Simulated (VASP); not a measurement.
# Ge in VASP: further runs

The runs below take Ge through single point, with PBE+D3(BJ).

Program: VASP 6.6.1. These are calculated values, not measurements. Logs are shortened: lines on timing, memory, paths and dates and some standing lists are left out, and cuts for length are marked.

## (1) The cell of the first run

The cell holds a slab with vacuum, 4 atoms: a = 4.023 Å, b = 4.023 Å, c = 18.869 Å, α = 90.00°, β = 90.00°, γ = 120.00°.

## (2) Single point, PBE+D3(BJ) (layers slid over each other)

The input, INCAR:

```
SYSTEM = Ge
PREC = Accurate
ENCUT = 520
EDIFF = 1E-6
ISMEAR = 0
SIGMA = 0.1
LREAL = .False.
LASPH = .True.
NELM = 100
ALGO = Normal
ISIF = 2
LWAVE = .False.
LCHARG = .True.
LDIPOL = .True.
IDIPOL = 3
DIPOL = 0.5 0.5 0.377
GGA = PE
IVDW = 12
LELF = .True.
LVHAR = .True.
LVACPOTAV = .True.
NBANDS = 36
```

The input, KPOINTS:

```
Automatic mesh
0
Gamma
  9 9 1
  0 0 0
```

The input, POSCAR:

```
Ge
1.0
    4.0226895311      0.0000000000      0.0000000000
   -2.0113447656      3.4837513255      0.0000000000
    0.0000000000      0.0000000000     18.8685220517
Ge
4
Direct
    0.3333333333      0.6666666667      0.2747571332
    0.6666666667      0.3333333333      0.2384924472
    0.3333333333      1.6666666667      0.5150653573
    0.6666666667      1.3333333333      0.4788006714
```

Potentials or basis: VASP PAW PBE potentials, release 64 (Ge_d).

The run is started by

```sh
> cat potpaw_PBE.64/Ge_d/POTCAR > POTCAR
> mpirun -np 1 vasp_std > vasp.out
```

OUTCAR:

```text
SYSTEM = Ge
   PREC = Accurate
   ENCUT = 520
   EDIFF = 1E-6
   ISMEAR = 0
   LREAL = .False.
   LASPH = .True.
   NELM = 100
   ISIF = 2
   GGA = PE
   IVDW = 12
 IVDW          = 12

 ion  position               nearest neighbor table
   1  0.333  0.667  0.275-   2 2.42   2 2.42   2 2.42
   2  0.667  0.333  0.238-   1 2.42   1 2.42   1 2.42
   3  0.333  0.667  0.515-   4 2.42   4 2.42   4 2.42
   4  0.667  0.333  0.479-   3 2.42   3 2.42   3 2.42

  LATTYP: Found a hexagonal cell.
 ALAT       =     4.0226895311
 C/A-ratio  =     4.6905240650

  Lattice vectors:

 A1 = (   4.0226895311,   0.0000000000,   0.0000000000)
 A2 = (  -2.0113447656,   3.4837513255,   0.0000000000)
 A3 = (   0.0000000000,   0.0000000000,  18.8685220517)

Analysis of symmetry for initial positions (statically):
=====================================================================
 Subroutine PRICEL returns:
 Original cell was already a primitive cell.

 Routine SETGRP: Setting up the symmetry group for a
 hexagonal supercell.

 Subroutine GETGRP returns: Found 12 space group operations
 (whereof  6 operations were pure point group operations)
 out of a pool of 24 trial point group operations.

The static configuration has the point symmetry C_3v.
 The point group associated with its full space group is D_3d.

Analysis of symmetry for dynamics (positions and initial velocities):
=====================================================================
 Subroutine PRICEL returns:
 Original cell was already a primitive cell.

 Routine SETGRP: Setting up the symmetry group for a
 hexagonal supercell.

 Subroutine GETGRP returns: Found 12 space group operations
 (whereof  6 operations were pure point group operations)
 out of a pool of 24 trial point group operations.

The dynamic configuration has the point symmetry C_3v.
 The point group associated with its full space group is D_3d.

 Subroutine INISYM returns: Found 12 space group operations
 (whereof  6 operations are pure point group operations),
 and found     1 'primitive' translations

----------------------------------------------------------------------------------------

                                     Primitive cell

  volume of cell :     264.4244

  direct lattice vectors                    reciprocal lattice vectors
     4.022689531  0.000000000  0.000000000     0.248589903  0.143523447  0.000000000
    -2.011344766  3.483751326  0.000000000     0.000000000  0.287046895  0.000000000
     0.000000000  0.000000000 18.868522052     0.000000000  0.000000000  0.052998322

  length of vectors
     4.022689531  4.022689531 18.868522052     0.287046895  0.287046895  0.052998322

  position of ions in fractional coordinates (direct lattice)
     0.333333333  0.666666667  0.274757133
     0.666666667  0.333333333  0.238492447
     0.333333333  0.666666667  0.515065357
     0.666666667  0.333333333  0.478800671

  ion indices of the primitive-cell ions
   primitive index   ion index
                 1           1
                 2           2
                 3           3
                 4           4

----------------------------------------------------------------------------------------

 KPOINTS: Automatic mesh

Automatic generation of k-mesh.
 Grid dimensions read from file:
 generate k-points for:    9    9    1

 Generating k-lattice:

  Cartesian coordinates                     Fractional coordinates (reciprocal lattice)
     0.027621100  0.015947050  0.000000000     0.111111111 -0.000000000  0.000000000
     0.000000000  0.031894099  0.000000000     0.000000000  0.111111111  0.000000000
     0.000000000  0.000000000  0.052998322     0.000000000  0.000000000  1.000000000

  Length of vectors
     0.031894099  0.031894099  0.052998322

  Shift w.r.t. Gamma in fractional coordinates (k-lattice)
     0.000000000  0.000000000  0.000000000

 Subroutine IBZKPT returns following result:
 ===========================================

 Found     12 irreducible k-points:

 Following reciprocal coordinates:
            Coordinates               Weight
  0.000000  0.000000  0.000000      1.000000
  0.111111  0.000000  0.000000      6.000000
  0.222222 -0.000000  0.000000      6.000000
  0.333333  0.000000  0.000000      6.000000
  0.444444 -0.000000  0.000000      6.000000
  0.111111  0.111111  0.000000      6.000000
  0.222222  0.111111  0.000000     12.000000
  0.333333  0.111111  0.000000     12.000000
  0.444444  0.111111  0.000000      6.000000
  0.222222  0.222222  0.000000      6.000000
  0.333333  0.222222  0.000000     12.000000
  0.333333  0.333333  0.000000      2.000000
   k-points           NKPTS =     12   k-points in BZ     NKDIM =     12   number of bands    NBANDS=     36
   number of dos      NEDOS =    301   number of ions     NIONS =      4
   total plane-waves  NPLWV = 126000
   dimension x,y,z NGX =    30 NGY =   30 NGZ =  140
   dimension x,y,z NGXF=    60 NGYF=   60 NGZF=  280
   ions per type =               4
   NGX,Y,Z   is equivalent  to a cutoff of  12.40, 12.40, 12.34 a.u.
   NGXF,Y,Z  is equivalent  to a cutoff of  24.80, 24.80, 24.67 a.u.
 SYSTEM =  Ge
   PREC   = accura    normal or accurate (medium, high low for compatibility)
   ISTART =      0    job   : 0-new  1-cont  2-samecut
   ICHARG =      2    charge: 1-file 2-atom 10-const
   ISPIN  =      1    spin polarized calculation?
   LNONCOLLINEAR =      F non collinear calculations
   LSORBIT =      F    spin-orbit coupling
   LASPH  =      T    aspherical Exc in radial PAW
   ENCUT  =  520.0 eV  38.22 Ry    6.18 a.u.   7.48  7.48 35.08*2*pi/ulx,y,z
   NELM   =    100;   NELMIN=  2; NELMDL= -5     # of ELM steps
   EDIFF  = 0.1E-05   stopping-criterion for ELM
   LREAL  =      F    real-space projection
   EDIFFG = 0.1E-04   stopping-criterion for IOM
   NSW    =      0    number of steps for IOM
   IBRION =     -1    ionic relax: 0-MD 1-quasi-New 2-CG
   NFREE  =      0    steps in history (QN), initial steepest desc. (CG)
   ISIF   =      2    stress and relaxation
   ISYM   =      2    0-nonsym 1-usesym 2-fastsym
   POTIM  = 0.5000    time-step for ionic-motion
   TEBEG  =    0.0;   TEEND  =   0.0 temperature during run
   PSTRESS=    0.0 pullay stress
   NELECT =      56.0000    total number of electrons
   NUPDOWN=      -1.0000    fix difference up-down
   EMIN   =  10.00;   EMAX   =-10.00  energy-range for DOS
   EFERMI =   0.00;   METHOD = LEGACY
   ISMEAR =     0;   SIGMA  =   0.10  broadening in eV -4-tet -1-fermi 0-gaus
   EFERMI_NEDOS =   21; number of points for ismear=-14 and -15
   IALGO  =     38    algorithm
   IMIX   =      4    mixing-type and parameters
     AMIX     =   0.40;   BMIX     =  1.00
     AMIX_MAG =   1.60;   BMIX_MAG =  1.00
  volume/ion in A,a.u.               =      66.11       446.11
  Fermi-wavevector in a.u.,A,eV,Ry     =   0.975821  1.844035 12.955840  0.952227
  Thomas-Fermi vector in A             =   2.106391
   LORBIT       =      0    0 simple, 1 ext, 2 COOP (PROOUT), +10 PAW based schemes
   GGA     = PE    functional components
   LHFCALC =     F    Hartree Fock is set to
   AEXX    =    0.0000 exact exchange contribution
   IVDW    =    12    specifies the selected vdW correction
   LEPSILON=     F    determine dielectric tensor
   LRPA    =     F    only Hartree local field effects (RPA)
 non-spin polarized calculation
 Gauss-broadening in eV      SIGMA  =   0.10
  energy-cutoff  :      520.00
  volume of cell :      264.42
 maximum number of plane-waves:      7165
 NGX is ok and might be reduce to    30
   NGX = 15   NGY = 15   NGZ = 71

 dipolmoment           0.000000      0.000000      0.000107 electrons x Angstroem

 number of electron      56.0000004 magnetization

 dipolmoment           0.000000      0.000000     -0.000006 electrons x Angstroem

 Free energy of the ion-electron system (eV)
  ---------------------------------------------------
  ext. energy  EPLUGINS =         0.00000000
  ---------------------------------------------------
  free energy    TOTEN  =       -16.16595480 eV

  energy without entropy =      -16.16595376  energy(sigma->0) =      -16.16595428

 E-fermi :  -1.3716     XC(G=0):  -4.4092

 val. band max:       -1.6832594248   @ k =   0.3333   0.2222   0.0000
 cond. band min:      -1.0661417828   @ k =   0.4444   0.1111   0.0000
 fundamental gap:      0.6171176419
 Fermi energy:        -1.3715862502

 k-point     1 :       0.0000    0.0000    0.0000
  band No.  band energies     occupation
      1     -25.8617      2.00000
      2     -25.8617      2.00000
      3     -25.8616      2.00000
      4     -25.8616      2.00000
      5     -25.8127      2.00000
      6     -25.8122      2.00000
[... 28 lines left out ...]
     35       2.5947      0.00000
     36       2.5947      0.00000

 k-point     2 :       0.1111    0.0000    0.0000
  band No.  band energies     occupation
      1     -25.8681      2.00000
      2     -25.8680      2.00000
      3     -25.8662      2.00000
      4     -25.8661      2.00000
      5     -25.8250      2.00000
      6     -25.8246      2.00000
[... 28 lines left out ...]
     35       3.0184      0.00000
     36       3.0898      0.00000

 k-point     3 :       0.2222   -0.0000    0.0000
  band No.  band energies     occupation
      1     -25.8777      2.00000
      2     -25.8776      2.00000
      3     -25.8739      2.00000
      4     -25.8738      2.00000
      5     -25.8373      2.00000
      6     -25.8369      2.00000
[... 28 lines left out ...]
     35       3.7017      0.00000
     36       4.1287      0.00000

 k-point     4 :       0.3333    0.0000    0.0000
  band No.  band energies     occupation
      1     -25.8812      2.00000
      2     -25.8811      2.00000
      3     -25.8791      2.00000
      4     -25.8791      2.00000
      5     -25.8502      2.00000
      6     -25.8498      2.00000
[... 28 lines left out ...]
     35       4.5700      0.00000
     36       5.0200      0.00000

 k-point     5 :       0.4444   -0.0000    0.0000
  band No.  band energies     occupation
      1     -25.8813      2.00000
      2     -25.8813      2.00000
      3     -25.8780      2.00000
      4     -25.8777      2.00000
      5     -25.8618      2.00000
      6     -25.8614      2.00000
[... 28 lines left out ...]
     35       5.2062      0.00000
     36       5.2162      0.00000

 k-point     6 :       0.1111    0.1111    0.0000
  band No.  band energies     occupation
      1     -25.8742      2.00000
      2     -25.8741      2.00000
      3     -25.8738      2.00000
      4     -25.8738      2.00000
      5     -25.8333      2.00000
      6     -25.8328      2.00000
[... 28 lines left out ...]
     35       3.3710      0.00000
     36       3.6495      0.00000

 k-point     7 :       0.2222    0.1111    0.0000
  band No.  band energies     occupation
      1     -25.8835      2.00000
      2     -25.8835      2.00000
      3     -25.8771      2.00000
      4     -25.8770      2.00000
      5     -25.8453      2.00000
      6     -25.8448      2.00000
[... 28 lines left out ...]
     35       3.8787      0.00000
     36       4.0391      0.00000

 k-point     8 :       0.3333    0.1111    0.0000
  band No.  band energies     occupation
      1     -25.8890      2.00000
      2     -25.8889      2.00000
      3     -25.8760      2.00000
      4     -25.8758      2.00000
      5     -25.8575      2.00000
      6     -25.8571      2.00000
[... 28 lines left out ...]
     35       4.3853      0.00000
     36       5.0511      0.00000

 k-point     9 :       0.4444    0.1111    0.0000
  band No.  band energies     occupation
      1     -25.8905      2.00000
      2     -25.8905      2.00000
      3     -25.8730      2.00000
      4     -25.8729      2.00000
      5     -25.8643      2.00000
      6     -25.8640      2.00000
[... 28 lines left out ...]
     35       5.0297      0.00000
     36       5.0969      0.00000

 k-point    10 :       0.2222    0.2222    0.0000
  band No.  band energies     occupation
      1     -25.8934      2.00000
      2     -25.8934      2.00000
      3     -25.8755      2.00000
      4     -25.8753      2.00000
      5     -25.8557      2.00000
      6     -25.8552      2.00000
[... 28 lines left out ...]
     35       3.6231      0.00000
     36       4.2991      0.00000

 k-point    11 :       0.3333    0.2222    0.0000
  band No.  band energies     occupation
      1     -25.9000      2.00000
      2     -25.8999      2.00000
      3     -25.8723      2.00000
      4     -25.8721      2.00000
      5     -25.8634      2.00000
      6     -25.8631      2.00000
[... 28 lines left out ...]
     35       4.3707      0.00000
     36       5.3108      0.00000

 k-point    12 :       0.3333    0.3333    0.0000
  band No.  band energies     occupation
      1     -25.9048      2.00000
      2     -25.9047      2.00000
      3     -25.8708      2.00000
      4     -25.8708      2.00000
      5     -25.8653      2.00000
      6     -25.8653      2.00000
[... 28 lines left out ...]
     35       5.0368      0.00000
     36       5.0368      0.00000

------------------------ aborting loop because EDIFF is reached ----------------------------------------

 Edisp (eV)   -0.80551

 E8    (eV) :    -0.3700

  FORCE on cell =-STRESS in cart. coord.  units (eV):
  Direction    XX          YY          ZZ          XY          YZ          ZX
  --------------------------------------------------------------------------------------
  -------------------------------------------------------------------------------------
  Total      -0.24336    -0.24336    -0.38635     0.00000    -0.00000    -0.00000
  in kB      -1.47453    -1.47453    -2.34093     0.00000    -0.00000    -0.00000
  external pressure =       -1.76 kB  Pullay stress =        0.00 kB

 VOLUME and BASIS-vectors are now :
 -----------------------------------------------------------------------------
  energy-cutoff  :      520.00
  volume of cell :      264.42
      direct lattice vectors                 reciprocal lattice vectors
     4.022689531  0.000000000  0.000000000     0.248589903  0.143523447  0.000000000
    -2.011344766  3.483751326  0.000000000     0.000000000  0.287046895  0.000000000
     0.000000000  0.000000000 18.868522052     0.000000000  0.000000000  0.052998322

 POSITION                                       TOTAL-FORCE (eV/Angst)
 -----------------------------------------------------------------------------------
     -0.00000      2.32250      5.18426         0.000000      0.000000      0.103091
      2.01134      1.16125      4.50000         0.000000     -0.000000     -0.013791
     -0.00000      2.32250      9.71852        -0.000000      0.000000      0.013791
      2.01134      1.16125      9.03426        -0.000000      0.000000     -0.103091
 -----------------------------------------------------------------------------------
    total drift:                                0.000000     -0.000000     -0.000240

  FREE ENERGIE OF THE ION-ELECTRON SYSTEM (eV)
  ---------------------------------------------------
  free  energy   TOTEN  =       -16.9714688516 eV

  energy  without entropy=      -16.9714678163  energy(sigma->0) =      -16.97146833

 vacuum level on the upper side and lower side of the slab         3.148         3.148
```

Wall time 95 s (1 thread of AMD EPYC 9R45 (Zen 5), shared host); peak memory 0.35 GiB.

What came out:

```yaml
Free_energy: -16.9715 eV
Largest_force: 0.103 eV/Å
Band_gap_on_the_k_mesh: 0.62 eV (least direct gap 0.64 eV)
Dispersion_energy_per_atom: -0.201 eV
```

Forces on the atoms (eV/Å):
```
Ge   0.000  0.000  0.103
Ge   0.000  0.000 -0.014
Ge   0.000  0.000  0.014
Ge   0.000  0.000 -0.103
```

Caveat: the cell differs from its parent crystal (layers slid over each other).

(Continued in part 2 of 2.)
